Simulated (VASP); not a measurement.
# Ir in VASP: notebook

Runs on Ir. Level: LDA. Tasks: single point.

Everything below comes from runs of VASP 6.6.1. Logs are shortened: lines on timing, memory, paths and dates and some standing lists are left out, and cuts for length are marked.

### Step 1. The cell of the first run

The cell holds a slab with vacuum, 5 atoms: a = 2.695 Å, b = 2.695 Å, c = 21.698 Å, α = 90.00°, β = 90.00°, γ = 120.00°.

### Step 2. Single point, LDA

Input file INCAR:

```
SYSTEM = Ir
  ALGO = Normal
  DIPOL = 0.5 0.5 0.500
  EDIFF = 1E-6
  ENCUT = 520
  GGA = CA
  IDIPOL = 3
  ISIF = 2
  ISMEAR = -1
  LASPH = .True.
  LCHARG = .True.
  LDIPOL = .True.
  LELF = .True.
  LREAL = .False.
  LVACPOTAV = .True.
  LVHAR = .True.
  LWAVE = .False.
  NBANDS = 30
  NELM = 80
  PREC = Accurate
  SIGMA = 0.08
```

Input file KPOINTS:

```
k-points
0
Gamma
  15 15 1
  0 0 0
```

Input file POSCAR:

```
Ir
1.0
    2.6954010160      0.0000000000      0.0000000000
   -1.3477005080      2.3342857532      0.0000000000
    0.0000000000      0.0000000000     21.6983000000
Ir
5
Direct
    0.8333333333      0.1666666667      0.2995629266
    0.1666666667      0.8333333333      0.3987913948
    0.5000000000      0.5000000000      0.4999999991
    0.8333333333      0.1666666667      0.6012086053
    0.1666666667      0.8333333333      0.7004370734
```

Potentials or basis: VASP PAW LDA potentials, release 64 (Ir).

Started as:

```sh
> cat potpaw_LDA.64/Ir/POTCAR > POTCAR
> mpirun -np 1 vasp_std > vasp.out
```

OUTCAR:

```text
SYSTEM = Ir
   EDIFF = 1E-6
   ENCUT = 520
   GGA = CA
   ISIF = 2
   ISMEAR = -1
   LASPH = .True.
   LREAL = .False.
   NELM = 80
   PREC = Accurate

 ion  position               nearest neighbor table
   1  0.833  0.167  0.300-   2 2.66   2 2.66   2 2.66
   2  0.167  0.833  0.399-   1 2.66   1 2.66   1 2.66   3 2.69   3 2.69   3 2.69
   3  0.500  0.500  0.500-   2 2.69   2 2.69   2 2.69   4 2.69   4 2.69   4 2.69
   4  0.833  0.167  0.601-   5 2.66   5 2.66   5 2.66   3 2.69   3 2.69   3 2.69
   5  0.167  0.833  0.700-   4 2.66   4 2.66   4 2.66

  LATTYP: Found a hexagonal cell.
 ALAT       =     2.6954010160
 C/A-ratio  =     8.0501193964

  Lattice vectors:

 A1 = (   2.6954010160,   0.0000000000,   0.0000000000)
 A2 = (  -1.3477005080,   2.3342857532,   0.0000000000)
 A3 = (   0.0000000000,   0.0000000000,  21.6983000000)

Analysis of symmetry for initial positions (statically):
=====================================================================
 Subroutine PRICEL returns:
 Original cell was already a primitive cell.

 Routine SETGRP: Setting up the symmetry group for a
 hexagonal supercell.

 Subroutine GETGRP returns: Found 12 space group operations
 (whereof  4 operations were pure point group operations)
 out of a pool of 24 trial point group operations.

The static configuration has the point symmetry C_2h.
 The point group associated with its full space group is D_3d.

Analysis of symmetry for dynamics (positions and initial velocities):
=====================================================================
 Subroutine PRICEL returns:
 Original cell was already a primitive cell.

 Routine SETGRP: Setting up the symmetry group for a
 hexagonal supercell.

 Subroutine GETGRP returns: Found 12 space group operations
 (whereof  4 operations were pure point group operations)
 out of a pool of 24 trial point group operations.

The dynamic configuration has the point symmetry C_2h.
 The point group associated with its full space group is D_3d.

 Subroutine INISYM returns: Found 12 space group operations
 (whereof  4 operations are pure point group operations),
 and found     1 'primitive' translations

----------------------------------------------------------------------------------------

                                     Primitive cell

  volume of cell :     136.5221

  direct lattice vectors                    reciprocal lattice vectors
     2.695401016  0.000000000  0.000000000     0.371002309  0.214198283  0.000000000
    -1.347700508  2.334285753  0.000000000     0.000000000  0.428396566  0.000000000
     0.000000000  0.000000000 21.698300000     0.000000000  0.000000000  0.046086560

  length of vectors
     2.695401016  2.695401016 21.698300000     0.428396566  0.428396566  0.046086560

  position of ions in fractional coordinates (direct lattice)
     0.833333333  0.166666667  0.299562927
     0.166666667  0.833333333  0.398791395
     0.500000000  0.500000000  0.499999999
     0.833333333  0.166666667  0.601208605
     0.166666667  0.833333333  0.700437073

  ion indices of the primitive-cell ions
   primitive index   ion index
                 1           1
                 2           2
                 3           3
                 4           4
                 5           5

----------------------------------------------------------------------------------------

 KPOINTS: k-points

Automatic generation of k-mesh.
 Grid dimensions read from file:
 generate k-points for:   15   15    1

 Generating k-lattice:

  Cartesian coordinates                     Fractional coordinates (reciprocal lattice)
     0.024733487  0.014279886  0.000000000     0.066666667  0.000000000  0.000000000
     0.000000000  0.028559771  0.000000000     0.000000000  0.066666667  0.000000000
     0.000000000  0.000000000  0.046086560     0.000000000  0.000000000  1.000000000

  Length of vectors
     0.028559771  0.028559771  0.046086560

  Shift w.r.t. Gamma in fractional coordinates (k-lattice)
     0.000000000  0.000000000  0.000000000

 Subroutine IBZKPT returns following result:
 ===========================================

 Found     27 irreducible k-points:

 Following reciprocal coordinates:
            Coordinates               Weight
  0.000000  0.000000  0.000000      1.000000
  0.066667  0.000000  0.000000      6.000000
  0.133333  0.000000  0.000000      6.000000
  0.200000  0.000000  0.000000      6.000000
  0.266667  0.000000  0.000000      6.000000
  0.333333  0.000000  0.000000      6.000000
[... 16 lines left out ...]
  0.333333  0.200000  0.000000     12.000000
  0.400000  0.200000  0.000000      6.000000
 [... further k-points ...]
   k-points           NKPTS =     27   k-points in BZ     NKDIM =     27   number of bands    NBANDS=     30
   number of dos      NEDOS =    301   number of ions     NIONS =      5
   total plane-waves  NPLWV =  64800
   dimension x,y,z NGX =    20 NGY =   20 NGZ =  162
   dimension x,y,z NGXF=    40 NGYF=   40 NGZF=  324
   ions per type =               5
   NGX,Y,Z   is equivalent  to a cutoff of  12.34, 12.34, 12.41 a.u.
   NGXF,Y,Z  is equivalent  to a cutoff of  24.67, 24.67, 24.82 a.u.
 SYSTEM =  Ir
   PREC   = accura    normal or accurate (medium, high low for compatibility)
   ISTART =      0    job   : 0-new  1-cont  2-samecut
   ICHARG =      2    charge: 1-file 2-atom 10-const
   ISPIN  =      1    spin polarized calculation?
   LNONCOLLINEAR =      F non collinear calculations
   LSORBIT =      F    spin-orbit coupling
   LASPH  =      T    aspherical Exc in radial PAW
   ENCUT  =  520.0 eV  38.22 Ry    6.18 a.u.   5.01  5.01 40.34*2*pi/ulx,y,z
   NELM   =     80;   NELMIN=  2; NELMDL= -5     # of ELM steps
   EDIFF  = 0.1E-05   stopping-criterion for ELM
   LREAL  =      F    real-space projection
   EDIFFG = 0.1E-04   stopping-criterion for IOM
   NSW    =      0    number of steps for IOM
   IBRION =     -1    ionic relax: 0-MD 1-quasi-New 2-CG
   NFREE  =      0    steps in history (QN), initial steepest desc. (CG)
   ISIF   =      2    stress and relaxation
   ISYM   =      2    0-nonsym 1-usesym 2-fastsym
   POTIM  = 0.5000    time-step for ionic-motion
   TEBEG  =    0.0;   TEEND  =   0.0 temperature during run
   PSTRESS=    0.0 pullay stress
   NELECT =      45.0000    total number of electrons
   NUPDOWN=      -1.0000    fix difference up-down
   EMIN   =  10.00;   EMAX   =-10.00  energy-range for DOS
   EFERMI =   0.00;   METHOD = LEGACY
   ISMEAR =    -1;   SIGMA  =   0.08  broadening in eV -4-tet -1-fermi 0-gaus
   EFERMI_NEDOS =   21; number of points for ismear=-14 and -15
   IALGO  =     38    algorithm
   IMIX   =      4    mixing-type and parameters
     AMIX     =   0.40;   BMIX     =  1.00
     AMIX_MAG =   1.60;   BMIX_MAG =  1.00
  volume/ion in A,a.u.               =      27.30       184.26
  Fermi-wavevector in a.u.,A,eV,Ry     =   1.130866  2.137028 17.399930  1.278859
  Thomas-Fermi vector in A             =   2.267564
   LORBIT       =      0    0 simple, 1 ext, 2 COOP (PROOUT), +10 PAW based schemes
   GGA     = CA    functional components
   LHFCALC =     F    Hartree Fock is set to
   AEXX    =    0.0000 exact exchange contribution
   IVDW    =     0    specifies the selected vdW correction
   LEPSILON=     F    determine dielectric tensor
   LRPA    =     F    only Hartree local field effects (RPA)
 non-spin polarized calculation
  energy-cutoff  :      520.00
  volume of cell :      136.52
 maximum number of plane-waves:      3721
 NGX is ok and might be reduce to    20
   NGX =  9   NGY =  9   NGZ = 81

 number of electron      45.0000003 magnetization

 dipolmoment           0.000000      0.000000      0.000000 electrons x Angstroem

 Free energy of the ion-electron system (eV)
  ---------------------------------------------------
  ext. energy  EPLUGINS =         0.00000000
  ---------------------------------------------------
  free energy    TOTEN  =       -49.49012983 eV

  energy without entropy =      -49.38765269  energy(sigma->0) =      -49.43889126

 E-fermi :   2.4835     XC(G=0):  -8.1810

 val. band max:        2.4728668978   @ k =   0.2667   0.0000   0.0000
 cond. band min:       2.4881419247   @ k =   0.2667   0.2667   0.0000
 fundamental gap:      0.0152750270
 Fermi energy:         2.4834717002

 k-point     1 :       0.0000    0.0000    0.0000
  band No.  band energies     occupation
      1      -8.4757      2.00000
      2      -7.4244      2.00000
      3      -6.1674      2.00000
      4      -5.6175      2.00000
      5      -5.5248      2.00000
      6      -1.8067      2.00000
[... 22 lines left out ...]
     29       2.8497      0.02034
     30       3.3744      0.00003

 k-point     2 :       0.0667    0.0000    0.0000
  band No.  band energies     occupation
      1      -8.2984      2.00000
      2      -7.2518      2.00000
      3      -5.9918      2.00000
      4      -5.4454      2.00000
      5      -5.3469      2.00000
      6      -2.0101      2.00000
[... 22 lines left out ...]
     29       3.3903      0.00002
     30       3.5340      0.00000

 k-point     3 :       0.1333    0.0000    0.0000
  band No.  band energies     occupation
      1      -7.7916      2.00000
      2      -6.7692      2.00000
      3      -5.5126      2.00000
      4      -4.9756      2.00000
      5      -4.8579      2.00000
      6      -2.5090      2.00000
[... 22 lines left out ...]
     29       3.4323      0.00001
     30       4.5450      0.00000

 k-point     4 :       0.2000    0.0000    0.0000
  band No.  band energies     occupation
      1      -7.0424      2.00000
      2      -6.1036      2.00000
      3      -4.9413      2.00000
      4      -4.4138      2.00000
      5      -4.2190      2.00000
      6      -3.0898      2.00000
[... 616 lines left out ...]
     29       6.9629      0.00000
     30       8.7597      0.00000

 k-point    23 :       0.3333    0.2000    0.0000
  band No.  band energies     occupation
      1      -4.6449      2.00000
      2      -4.5789      2.00000
      3      -4.0289      2.00000
      4      -3.8543      2.00000
      5      -3.8362      2.00000
      6      -3.4000      2.00000
[... 22 lines left out ...]
     29       8.3153      0.00000
     30       9.1475      0.00000

 k-point    24 :       0.4000    0.2000    0.0000
  band No.  band energies     occupation
      1      -4.7089      2.00000
      2      -4.5706      2.00000
      3      -4.0118      2.00000
      4      -3.9436      2.00000
      5      -3.8040      2.00000
      6      -3.3746      2.00000
[... 22 lines left out ...]
     29       8.2489      0.00000
     30       8.7914      0.00000

 [... further k-points ...]
[... 5 lines left out ...]
  --------------------------------------------------------------------------------------
  -------------------------------------------------------------------------------------
  Total       -3.2472924     -3.2472924      0.9316062      0.0000000      0.0000000      0.0000000
  in kB      -38.1091143    -38.1091143     10.9330123      0.0000000      0.0000000      0.0000000
  external PRESSURE =     -21.7617388 kB  Pullay stress =       0.0000000 kB

 VOLUME and BASIS-vectors are now :
 -----------------------------------------------------------------------------
  energy-cutoff  :      520.00
  volume of cell :      136.52
      direct lattice vectors                 reciprocal lattice vectors
     2.695401016  0.000000000  0.000000000     0.371002309  0.214198283  0.000000000
    -1.347700508  2.334285753  0.000000000     0.000000000  0.428396566  0.000000000
     0.000000000  0.000000000 21.698300000     0.000000000  0.000000000  0.046086560

 POSITION                                       TOTAL-FORCE (eV/Angst)
 -----------------------------------------------------------------------------------
      2.02155      0.38905      6.50001        -0.000000      0.000000     -0.113380
     -0.67385      1.94524      8.65310        -0.000000      0.000000      0.004163
      0.67385      1.16714     10.84915         0.000000     -0.000000      0.000000
      2.02155      0.38905     13.04520         0.000000     -0.000000     -0.004163
     -0.67385      1.94524     15.19829         0.000000     -0.000000      0.113380
 -----------------------------------------------------------------------------------
    total drift:                                0.000000     -0.000000      0.000013

  FREE ENERGIE OF THE ION-ELECTRON SYSTEM (eV)
  ---------------------------------------------------
  free  energy   TOTEN  =       -49.4901298319 eV

  energy  without entropy=      -49.3876526900  energy(sigma->0) =      -49.43889126

 vacuum level on the upper side and lower side of the slab         8.355         8.355
```

Run time: 4.1 min. Hardware: 1 thread of Intel Xeon Platinum 8375C at 2.90GHz (Ice Lake), shared host; peak memory 0.23 GiB.

What came out:

- Free energy: -49.4901 eV
- Largest force: 0.113 eV/Å
- Band gap on the k mesh: zero (an odd number of electrons rules out a gap without spin polarisation)

Forces in eV/Å, atoms in the order of the input:
```
Ir   0.000  0.000 -0.113
Ir   0.000  0.000  0.004
Ir   0.000  0.000  0.000
Ir   0.000  0.000 -0.004
Ir   0.000  0.000  0.113
```

Caveat: spin-orbit coupling is left out, which moves the levels of the heavy elements.

(Part 1 of 2 ends here.)
